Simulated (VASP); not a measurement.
Runs of VASP 6.6.1 on Ba. The structure is that of space group P6/mmm (No. 191), or close to it. The cells are those of the table. This isn't the form of Ba at room conditions, which is bcc.

```tsv
cell	k mesh	gap on the mesh (eV)	pressure (GPa)
a = 7.602, b = 7.602, c = 4.461 Å, angles 90.0, 90.0, 120.0°, 3 atoms	6 × 6 × 8	none	(a)
a = 7.511, b = 7.511, c = 4.408 Å, angles 90.0, 90.0, 120.0°, 3 atoms	6 × 6 × 8	none	-0.5
a = 7.321, b = 7.321, c = 4.296 Å, angles 90.0, 90.0, 120.0°, 3 atoms	7 × 7 × 10	none	0.0
a = 7.417, b = 7.417, c = 4.353 Å, angles 90.0, 90.0, 120.0°, 3 atoms	6 × 6 × 8	none	-0.3
```

Alike in all rows: task single point; level r2SCAN; potentials or basis VASP PAW PBE potentials, release 64 (Ba_sv); no spin polarisation; cutoff (eV) 520; smearing fermi-dirac 0.1 eV.

Problem. Estimate the missing entries.

Solution. (a) -0.7.

Caveats: the PAW data sets were made with another functional, which shifts forces and pressure a little; spin-orbit coupling is left out, which moves the levels of the heavy elements.

A k mesh can miss the band edges, and the runs leave out spin-orbit coupling on Ba.

A gap of «none» marks levels without a gap at the run's occupations.
